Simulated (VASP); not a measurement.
# Zn in VASP: further runs, part 2 of 2

VASP 6.6.1. Earlier steps stand in the parts before.

**4. Single point, r2SCAN (functional r2SCAN, strained)**

Contents of POSCAR:

```
Zn
1.0
    0.0000000000      2.0127361822      2.0127361822
    2.0127361822      0.0000000000      2.0127361822
    2.0127361822      2.0127361822      0.0000000000
Zn
1
Direct
    0.0000000000      0.0000000000      0.0000000000
```

Contents of INCAR.step1:

```
SYSTEM = Zn
  PREC = Accurate
  ENCUT = 520
  ISMEAR = 0
  SIGMA = 0.1
  LREAL = .False.
  LASPH = .True.
  NELM = 100
  NBANDS = 12
  GGA = PE
  ALGO = Normal
  EDIFF = 1E-4
  LWAVE = .True.
  LCHARG = .False.
```

Contents of INCAR.step2:

```
SYSTEM = Zn
  PREC = Accurate
  ENCUT = 520
  EDIFF = 1E-6
  ISMEAR = 0
  SIGMA = 0.1
  LREAL = .False.
  LASPH = .True.
  NELM = 100
  ALGO = Normal
  ISIF = 2
  LWAVE = .False.
  LCHARG = .False.
  METAGGA = R2SCAN
  LMIXTAU = .True.
  NBANDS = 12
  ISTART = 1
```

Contents of KPOINTS:

```
Automatic mesh
0
Gamma
  18 18 18
  0 0 0
```

Potentials or basis: VASP PAW PBE potentials, release 64 (Zn).

Run with:

```
$ cat potpaw_PBE.64/Zn/POTCAR > POTCAR
$ cp INCAR.step1 INCAR
$ mpirun -np 1 vasp_std > vasp.out
$ cp INCAR.step2 INCAR
$ mpirun -np 1 vasp_std > vasp.out
```

OUTCAR:

```text
SYSTEM = Zn
   PREC = Accurate
   ENCUT = 520
   EDIFF = 1E-6
   ISMEAR = 0
   LREAL = .False.
   LASPH = .True.
   NELM = 100
   ISIF = 2
   METAGGA = R2SCAN
   ISTART = 1

 ion  position               nearest neighbor table
   1  0.000  0.000  0.000-

  LATTYP: Found a face centered cubic cell.
 ALAT       =     4.0254723644

  Lattice vectors:

 A1 = (   0.0000000000,   2.0127361822,   2.0127361822)
 A2 = (   2.0127361822,   0.0000000000,   2.0127361822)
 A3 = (   2.0127361822,   2.0127361822,   0.0000000000)

Analysis of symmetry for initial positions (statically):
=====================================================================
 Subroutine PRICEL returns:
 Original cell was already a primitive cell.

 Routine SETGRP: Setting up the symmetry group for a
 face centered cubic supercell.

 Subroutine GETGRP returns: Found 48 space group operations
 (whereof 48 operations were pure point group operations)
 out of a pool of 48 trial point group operations.

The static configuration has the point symmetry O_h .

Analysis of symmetry for dynamics (positions and initial velocities):
=====================================================================
 Subroutine PRICEL returns:
[... 170 lines left out ...]
      6      -4.9637      2.00000
      7      20.7810      0.00000
      8      20.7811      0.00000
      9      20.7811      0.00000
     10      21.6247      0.00000
     11      23.3948      0.00000
     12      23.3949      0.00000
[... 331 lines left out ...]
 k-point    24 :      -0.2222    0.0556    0.0000
  band No.  band energies     occupation
      1      -6.2263      2.00000
      2      -5.2644      2.00000
      3      -5.2128      2.00000
      4      -5.1638      2.00000
      5      -4.9689      2.00000
      6      -4.8130      2.00000
      7      10.2654      0.00000
      8      16.4713      0.00000
      9      19.8276      0.00000
     10      21.4564      0.00000
     11      23.4227      0.00000
     12      24.1005      0.00000

 [... further k-points ...]

------------------------ aborting loop because EDIFF is reached ----------------------------------------

  FORCE on cell =-STRESS in cart. coord.  units (eV):
  Direction    XX          YY          ZZ          XY          YZ          ZX
  --------------------------------------------------------------------------------------
  -------------------------------------------------------------------------------------
  Total       -0.7913080     -0.7913080     -0.7913080     -0.0000000      0.0000000      0.0000000
  in kB      -77.7437688    -77.7437688    -77.7437688     -0.0000000      0.0000000      0.0000000
  external PRESSURE =     -77.7437688 kB  Pullay stress =       0.0000000 kB

 VOLUME and BASIS-vectors are now :
 -----------------------------------------------------------------------------
  energy-cutoff  :      520.00
  volume of cell :       16.31
      direct lattice vectors                 reciprocal lattice vectors
     0.000000000  2.012736182  2.012736182    -0.248418051  0.248418051  0.248418051
     2.012736182  0.000000000  2.012736182     0.248418051 -0.248418051  0.248418051
     2.012736182  2.012736182  0.000000000     0.248418051  0.248418051 -0.248418051

 POSITION                                       TOTAL-FORCE (eV/Angst)
 -----------------------------------------------------------------------------------
      0.00000      0.00000      0.00000         0.000000     -0.000000      0.000000
 -----------------------------------------------------------------------------------
    total drift:                               -0.000000      0.000000     -0.000000

  FREE ENERGIE OF THE ION-ELECTRON SYSTEM (eV)
  ---------------------------------------------------
  free  energy   TOTEN  =        -8.8120224731 eV

  energy  without entropy=       -8.8107769093  energy(sigma->0) =       -8.81139969
```

It took 57 s on 1 thread of Intel Xeon 6975P-C (Granite Rapids), shared host; peak memory 0.16 GiB.

Results:

| Property | Result |
| --- | --- |
| Free energy | -8.8120 eV |
| Pressure | -7.8 GPa |
| Band gap on the k mesh | zero (band 6 reaches 4.11 eV, above the bottom of band 7 at 0.99 eV) |

Caveat: the cell differs from its parent crystal (functional r2SCAN, strained); the PAW data sets were made with another functional, which shifts forces and pressure a little.

**5. Single point, PBE (strained)**

Contents of INCAR:

```
  PREC = Accurate
  ENCUT = 520
  EDIFF = 1E-6
  ISMEAR = 0
  SIGMA = 0.1
  LREAL = False
  LASPH = True
  NELM = 100
  ALGO = Fast
  ISIF = 2
  LWAVE = False
  LCHARG = True
  GGA = PE
  LELF = True
  LVHAR = True
  NBANDS = 12
```

Contents of KPOINTS:

```
regular mesh
0
Gamma
  18 18 18
```

Contents of POSCAR:

```
Zn
1.0
    0.0000000000      1.9420238939      1.9420238939
    1.9420238939      0.0000000000      1.9420238939
    1.8634328539      1.8634328539      0.0785910400
Zn
1
Direct
    0.0000000000      0.0000000000      0.0000000000
```

Run with:

```
$ cat potpaw_PBE.64/Zn/POTCAR > POTCAR
$ mpirun -np 1 vasp_std > vasp.out
```

Wall time 45 s (1 thread of Intel Xeon 6975P-C (Granite Rapids), shared host); peak memory 0.19 GiB.

Results (log left out):

```yaml
Free_energy: -1.0474 eV
Pressure: 9.3 GPa
Band_gap_on_the_k_mesh: zero (band 6 reaches 5.73 eV, above the bottom of band 7 at 2.32 eV)
```

Stress tensor (GPa, compression positive):
```
 9.33  0.41 -0.41
 0.41  9.33 -0.41
-0.41 -0.41  9.33
```

Levels at points of the mesh, in eV from the Fermi level:
| k point | band 3 | band 4 | band 5 | band 6 | band 7 | band 8 | band 9 | band 10 |
| --- | --- | --- | --- | --- | --- | --- | --- | --- |
| (0.00, 0.00, 0.00) | -7.96 | -7.75 | -7.41 | -7.41 | 18.79 | 18.79 | 18.89 | 21.56 |
| (0.50, 0.00, 0.00) | -7.77 | -7.16 | -7.06 | -3.45 | -1.47 | 16.43 | 16.90 | 19.01 |
| (0.50, 0.50, 0.00) | -7.13 | -7.01 | -6.98 | -1.22 | 2.15 | 8.08 | 9.92 | 12.40 |
| (0.00, 0.00, 0.50) | -7.92 | -7.05 | -7.05 | -2.83 | -0.26 | 15.25 | 15.25 | 17.29 |

Caveat: the cell differs from its parent crystal (strained).

**6. Overview**

| level | cell | gap on the mesh (eV) | pressure (GPa) |
| --- | --- | --- | --- |
| PBE | a = 2.709 Å, angles 60.0°, 1 atom | none | 6.6 |
| PBE | a = 2.839 Å, angles 60.0°, 1 atom | none | -3.4 |
| r2SCAN | a = 2.846 Å, angles 60.0°, 1 atom | none | -7.8 |
| PBE | a = 2.746, b = 2.746, c = 2.636 Å, angles 58.6, 58.6, 60.0°, 1 atom | none | 9.3 |

Alike in all rows: task single point; potentials or basis VASP PAW PBE potentials, release 64 (Zn); no spin polarisation; k mesh 18 × 18 × 18; cutoff (eV) 520; smearing gaussian 0.1 eV.

Caveats: the PAW data sets were made with another functional, which shifts forces and pressure a little (some runs).

Total energies depend on the potentials used, so only differences within one code and one set of settings carry meaning.
